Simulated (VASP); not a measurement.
# C (Pmmm) in VASP: a series of runs

C is run at these levels: PBE; tasks: single point.

Program: VASP 6.6.1. These are calculated values, not measurements. Logs are shortened: lines on timing, memory, paths and dates and some standing lists are left out, and cuts for length are marked.

## (1) The cell of the first run

The structure is orthorhombic, space group Pmmm (No. 47). The conventional cell has a = 1.286 Å, b = 3.183 Å, c = 3.256 Å, α = 90.00°, β = 90.00°, γ = 90.00°. C (site symmetry mmm) has 2 C at 1.29 Å within 1.7 Å.

## (2) Single point, PBE

Contents of INCAR:

```
SYSTEM = C
PREC = Accurate
ENCUT = 520
EDIFF = 1E-7
ISMEAR = 0
SIGMA = 0.1
LREAL = .FALSE.
LASPH = .TRUE.
NELM = 80
ALGO = Normal
ISIF = 2
LWAVE = .FALSE.
LCHARG = .FALSE.
GGA = PE
NBANDS = 8
```

Contents of KPOINTS:

```
regular mesh
0
G
  12 10 8
  0 0 0
```

Contents of POSCAR:

```
C
1.0
    1.2863997475      0.0000000000      0.0000000000
    0.0000000000      3.1825767309      0.0000000000
    0.0000000000      0.0000000000      3.2563919204
C
1
Direct
    0.0000000000      0.5000000000      0.0000000000
```

Potentials or basis: VASP PAW PBE potentials, release 64 (C).

On the command line:

```
$ cat potpaw_PBE.64/C/POTCAR > POTCAR
$ mpirun -np 1 vasp_std > vasp.out
```

OUTCAR:

```text
SYSTEM = C
   PREC = Accurate
   ENCUT = 520
   EDIFF = 1E-7
   ISMEAR = 0
   LREAL = .FALSE.
   LASPH = .TRUE.
   NELM = 80
   ISIF = 2
   GGA = PE

 ion  position               nearest neighbor table
   1  0.000  0.500  0.000-

  LATTYP: Found a simple orthorhombic cell.
 ALAT       =     1.2863997475
 B/A-ratio  =     2.4740184667
 C/A-ratio  =     2.5313996887

  Lattice vectors:

 A1 = (   1.2863997475,   0.0000000000,   0.0000000000)
 A2 = (   0.0000000000,   3.1825767309,   0.0000000000)
 A3 = (   0.0000000000,   0.0000000000,   3.2563919204)

Analysis of symmetry for initial positions (statically):
=====================================================================
 Subroutine PRICEL returns:
 Original cell was already a primitive cell.

 Routine SETGRP: Setting up the symmetry group for a
 simple orthorhombic supercell.

 Subroutine GETGRP returns: Found  8 space group operations
 (whereof  8 operations were pure point group operations)
 out of a pool of  8 trial point group operations.

The static configuration has the point symmetry D_2h.

Analysis of symmetry for dynamics (positions and initial velocities):
=====================================================================
 Subroutine PRICEL returns:
 Original cell was already a primitive cell.

 Routine SETGRP: Setting up the symmetry group for a
 simple orthorhombic supercell.

 Subroutine GETGRP returns: Found  8 space group operations
 (whereof  8 operations were pure point group operations)
 out of a pool of  8 trial point group operations.

The dynamic configuration has the point symmetry D_2h.

 Subroutine INISYM returns: Found  8 space group operations
 (whereof  8 operations are pure point group operations),
 and found     1 'primitive' translations

----------------------------------------------------------------------------------------

                                     Primitive cell

  volume of cell :      13.3319

  direct lattice vectors                    reciprocal lattice vectors
     1.286399747  0.000000000  0.000000000     0.777363337  0.000000000  0.000000000
     0.000000000  3.182576731  0.000000000     0.000000000  0.314210806  0.000000000
     0.000000000  0.000000000  3.256391920     0.000000000  0.000000000  0.307088343

  length of vectors
     1.286399747  3.182576731  3.256391920     0.777363337  0.314210806  0.307088343

  position of ions in fractional coordinates (direct lattice)
     0.000000000  0.500000000  0.000000000

  ion indices of the primitive-cell ions
   primitive index   ion index
                 1           1

----------------------------------------------------------------------------------------

 KPOINTS: regular mesh

Automatic generation of k-mesh.
 Grid dimensions read from file:
 generate k-points for:   12   10    8

 Generating k-lattice:

  Cartesian coordinates                     Fractional coordinates (reciprocal lattice)
     0.064780278  0.000000000  0.000000000     0.083333333  0.000000000  0.000000000
     0.000000000  0.031421081  0.000000000     0.000000000  0.100000000  0.000000000
     0.000000000  0.000000000  0.038386043     0.000000000  0.000000000  0.125000000

  Length of vectors
     0.064780278  0.031421081  0.038386043

  Shift w.r.t. Gamma in fractional coordinates (k-lattice)
     0.000000000  0.000000000  0.000000000

 Subroutine IBZKPT returns following result:
 ===========================================

 Found    210 irreducible k-points:

 Following reciprocal coordinates:
            Coordinates               Weight
  0.000000  0.000000  0.000000      1.000000
  0.083333  0.000000  0.000000      2.000000
  0.166667  0.000000  0.000000      2.000000
  0.250000  0.000000  0.000000      2.000000
  0.333333  0.000000  0.000000      2.000000
  0.416667  0.000000  0.000000      2.000000
[... 16 lines left out ...]
  0.083333  0.300000  0.000000      4.000000
  0.166667  0.300000  0.000000      4.000000
 [... further k-points ...]
   k-points           NKPTS =    210   k-points in BZ     NKDIM =    210   number of bands    NBANDS=      8
   number of dos      NEDOS =    301   number of ions     NIONS =      1
   total plane-waves  NPLWV =   5760
   dimension x,y,z NGX =    10 NGY =   24 NGZ =   24
   dimension x,y,z NGXF=    20 NGYF=   48 NGZF=   48
   ions per type =               1
   NGX,Y,Z   is equivalent  to a cutoff of  12.92, 12.54, 12.25 a.u.
   NGXF,Y,Z  is equivalent  to a cutoff of  25.85, 25.07, 24.51 a.u.
 SYSTEM =  C
   PREC   = accura    normal or accurate (medium, high low for compatibility)
   ISTART =      0    job   : 0-new  1-cont  2-samecut
   ICHARG =      2    charge: 1-file 2-atom 10-const
   ISPIN  =      1    spin polarized calculation?
   LNONCOLLINEAR =      F non collinear calculations
   LSORBIT =      F    spin-orbit coupling
   LASPH  =      T    aspherical Exc in radial PAW
   ENCUT  =  520.0 eV  38.22 Ry    6.18 a.u.   2.39  5.92  6.05*2*pi/ulx,y,z
   NELM   =     80;   NELMIN=  2; NELMDL= -5     # of ELM steps
   EDIFF  = 0.1E-06   stopping-criterion for ELM
   LREAL  =      F    real-space projection
   EDIFFG = 0.1E-05   stopping-criterion for IOM
   NSW    =      0    number of steps for IOM
   IBRION =     -1    ionic relax: 0-MD 1-quasi-New 2-CG
   NFREE  =      0    steps in history (QN), initial steepest desc. (CG)
   ISIF   =      2    stress and relaxation
   ISYM   =      2    0-nonsym 1-usesym 2-fastsym
   POTIM  = 0.5000    time-step for ionic-motion
   TEBEG  =    0.0;   TEEND  =   0.0 temperature during run
   PSTRESS=    0.0 pullay stress
   NELECT =       4.0000    total number of electrons
   NUPDOWN=      -1.0000    fix difference up-down
   EMIN   =  10.00;   EMAX   =-10.00  energy-range for DOS
   EFERMI =   0.00;   METHOD = LEGACY
   ISMEAR =     0;   SIGMA  =   0.10  broadening in eV -4-tet -1-fermi 0-gaus
   EFERMI_NEDOS =   21; number of points for ismear=-14 and -15
   IALGO  =     38    algorithm
   IMIX   =      4    mixing-type and parameters
     AMIX     =   0.40;   BMIX     =  1.00
     AMIX_MAG =   1.60;   BMIX_MAG =  1.00
  volume/ion in A,a.u.               =      13.33        89.97
  Fermi-wavevector in a.u.,A,eV,Ry     =   1.095967  2.071078 16.342566  1.201145
  Thomas-Fermi vector in A             =   2.232301
   LORBIT       =      0    0 simple, 1 ext, 2 COOP (PROOUT), +10 PAW based schemes
   GGA     = PE    functional components
   LHFCALC =     F    Hartree Fock is set to
   AEXX    =    0.0000 exact exchange contribution
   IVDW    =     0    specifies the selected vdW correction
   LEPSILON=     F    determine dielectric tensor
   LRPA    =     F    only Hartree local field effects (RPA)
 non-spin polarized calculation
 Gauss-broadening in eV      SIGMA  =   0.10
  energy-cutoff  :      520.00
  volume of cell :       13.33
 maximum number of plane-waves:       379
 NGX is ok and might be reduce to    10
   NGX =  5   NGY = 11   NGZ = 13

 number of electron       4.0000000 magnetization

 Free energy of the ion-electron system (eV)
  ---------------------------------------------------
  ext. energy  EPLUGINS =         0.00000000
  ---------------------------------------------------
  free energy    TOTEN  =        -8.17032608 eV

  energy without entropy =       -8.16958976  energy(sigma->0) =       -8.16995792

 E-fermi :   0.7686     XC(G=0):  -8.4548

 val. band max:        0.6858338114   @ k =   0.2500   0.2000   0.2500
 cond. band min:       0.8426320583   @ k =   0.2500   0.3000   0.2500
 fundamental gap:      0.1567982470
 Fermi energy:         0.7685677296

 k-point     1 :       0.0000    0.0000    0.0000
  band No.  band energies     occupation
      1     -15.8249      2.00000
      2      -3.5906      2.00000
      3      -3.4362      2.00000
      4       6.0058      0.00000
      5      10.9797      0.00000
      6      20.5270      0.00000
      7      20.9389      0.00000
      8      21.6122      0.00000

 k-point     2 :       0.0833    0.0000    0.0000
  band No.  band energies     occupation
      1     -15.4519      2.00000
      2      -3.0026      2.00000
      3      -2.8491      2.00000
      4       6.4542      0.00000
      5      11.6099      0.00000
      6      21.1322      0.00000
      7      21.5460      0.00000
      8      22.2423      0.00000

 k-point     3 :       0.1667    0.0000    0.0000
  band No.  band energies     occupation
      1     -14.3724      2.00000
      2      -1.2513      2.00000
      3      -1.1009      2.00000
      4       7.7319      0.00000
      5      13.5000      0.00000
      6      22.9314      0.00000
      7      23.3522      0.00000
      8      24.7291      0.00000

 k-point     4 :       0.2500    0.0000    0.0000
  band No.  band energies     occupation
      1     -12.7167      2.00000
      2       1.6141      0.00000
      3       1.7584      0.00000
      4       9.4947      0.00000
      5      16.6473      0.00000
      6      21.6695      0.00000
      7      25.8475      0.00000
      8      26.2844      0.00000

 k-point     5 :       0.3333    0.0000    0.0000
  band No.  band energies     occupation
      1     -10.7544      2.00000
      2       5.4500      0.00000
      3       5.5820      0.00000
      4      10.4516      0.00000
      5      19.8513      0.00000
      6      21.0960      0.00000
      7      29.3854      0.00000
      8      29.8553      0.00000

 k-point     6 :       0.4167    0.0000    0.0000
  band No.  band energies     occupation
      1      -8.9969      2.00000
      2       9.4378      0.00000
      3       9.7427      0.00000
      4       9.8495      0.00000
      5      22.0288      0.00000
      6      26.7406      0.00000
      7      28.7865      0.00000
      8      29.1375      0.00000

 k-point     7 :       0.5000    0.0000    0.0000
  band No.  band energies     occupation
      1      -8.2438      2.00000
      2       8.6610      0.00000
      3      12.2389      0.00000
      4      12.3162      0.00000
      5      25.0976      0.00000
      6      25.8992      0.00000
      7      26.2220      0.00000
      8      30.2107      0.00000

 k-point     8 :       0.0000    0.1000    0.0000
  band No.  band energies     occupation
      1     -15.7857      2.00000
      2      -3.6911      2.00000
      3      -3.5680      2.00000
      4       6.2971      0.00000
      5      11.2097      0.00000
      6      18.8971      0.00000
      7      20.0235      0.00000
      8      23.5538      0.00000

 k-point     9 :       0.0833    0.1000    0.0000
  band No.  band energies     occupation
      1     -15.4143      2.00000
      2      -3.1037      2.00000
      3      -2.9802      2.00000
      4       6.7508      0.00000
      5      11.8378      0.00000
      6      19.5167      0.00000
      7      20.5590      0.00000
      8      24.1667      0.00000

 k-point    10 :       0.1667    0.1000    0.0000
  band No.  band energies     occupation
      1     -14.3390      2.00000
      2      -1.3540      2.00000
      3      -1.2295      2.00000
      4       8.0418      0.00000
      5      13.7211      0.00000
      6      21.3690      0.00000
      7      21.9242      0.00000
      8      25.9941      0.00000
[... 78 lines left out ...]
 k-point    18 :       0.2500    0.2000    0.0000
  band No.  band energies     occupation
      1     -12.6198      2.00000
      2       0.9255      0.02647
      3       1.6900      0.00000
      4      10.5977      0.00000
      5      17.2793      0.00000
      6      20.5874      0.00000
      7      22.7996      0.00000
      8      26.2670      0.00000

 k-point    19 :       0.3333    0.2000    0.0000
  band No.  band energies     occupation
      1     -10.6899      2.00000
      2       4.7972      0.00000
      3       5.5181      0.00000
      4      11.2459      0.00000
      5      19.8411      0.00000
      6      21.5609      0.00000
      7      27.0349      0.00000
      8      29.1516      0.00000

 k-point    20 :       0.4167    0.2000    0.0000
  band No.  band energies     occupation
      1      -8.9636      2.00000
      2       8.9564      0.00000
      3       9.7953      0.00000
      4      10.0979      0.00000
      5      22.2705      0.00000
      6      26.1953      0.00000
      7      28.9864      0.00000
      8      30.3467      0.00000

 k-point    21 :       0.5000    0.2000    0.0000
  band No.  band energies     occupation
      1      -8.2249      2.00000
      2       8.8423      0.00000
      3      12.0139      0.00000
      4      12.2730      0.00000
      5      23.0961      0.00000
      6      26.1141      0.00000
      7      27.9427      0.00000
      8      30.4036      0.00000

 k-point    22 :       0.0000    0.3000    0.0000
  band No.  band energies     occupation
      1     -15.5422      2.00000
      2      -4.9815      2.00000
      3      -3.4327      2.00000
      4       7.9816      0.00000
      5      11.9168      0.00000
      6      15.9213      0.00000
      7      18.5781      0.00000
      8      28.8101      0.00000

 k-point    23 :       0.0833    0.3000    0.0000
  band No.  band energies     occupation
      1     -15.1805      2.00000
      2      -4.3875      2.00000
      3      -2.8459      2.00000
      4       8.4646      0.00000
      5      12.5188      0.00000
      6      16.5496      0.00000
      7      19.0599      0.00000
      8      29.3914      0.00000

 k-point    24 :       0.1667    0.3000    0.0000
  band No.  band energies     occupation
      1     -14.1337      2.00000
      2      -2.6151      2.00000
      3      -1.0984      2.00000
      4       9.8291      0.00000
      5      14.3084      0.00000
      6      18.4329      0.00000
      7      20.2720      0.00000
      8      27.9830      0.00000

 [... further k-points ...]
[... 5 lines left out ...]
  --------------------------------------------------------------------------------------
  -------------------------------------------------------------------------------------
  Total       -0.0325501      0.0136604      0.0003219     -0.0000000      0.0000000      0.0000000
  in kB       -3.9117525      1.6416548      0.0386844     -0.0000000      0.0000000      0.0000000
  external PRESSURE =      -0.7438044 kB  Pullay stress =       0.0000000 kB

 VOLUME and BASIS-vectors are now :
 -----------------------------------------------------------------------------
  energy-cutoff  :      520.00
  volume of cell :       13.33
      direct lattice vectors                 reciprocal lattice vectors
     1.286399747  0.000000000  0.000000000     0.777363337  0.000000000  0.000000000
     0.000000000  3.182576731  0.000000000     0.000000000  0.314210806  0.000000000
     0.000000000  0.000000000  3.256391920     0.000000000  0.000000000  0.307088343

 POSITION                                       TOTAL-FORCE (eV/Angst)
 -----------------------------------------------------------------------------------
      0.00000      1.59129      0.00000         0.000000      0.000000      0.000000
 -----------------------------------------------------------------------------------
    total drift:                                0.000000      0.000000      0.000000

  FREE ENERGIE OF THE ION-ELECTRON SYSTEM (eV)
  ---------------------------------------------------
  free  energy   TOTEN  =        -8.1703260835 eV

  energy  without entropy=       -8.1695897612  energy(sigma->0) =       -8.16995792
```

Run time: 5.2 s. Hardware: 1 thread of Intel Xeon 6975P-C (Granite Rapids), shared host; peak memory 0.12 GiB.

Results:

- Free energy: -8.1703 eV
- Pressure: -0.1 GPa
- Band gap on the k mesh: zero (band 2 reaches 9.81 eV, above the bottom of band 3 at -5.09 eV)

Stress tensor (GPa, compression positive):
```
-0.39  0.00  0.00
 0.00  0.16  0.00
 0.00  0.00  0.00
```

Caveat: the k points lie up to 0.41 Å⁻¹ apart.

(Continued in part 2 of 2.)
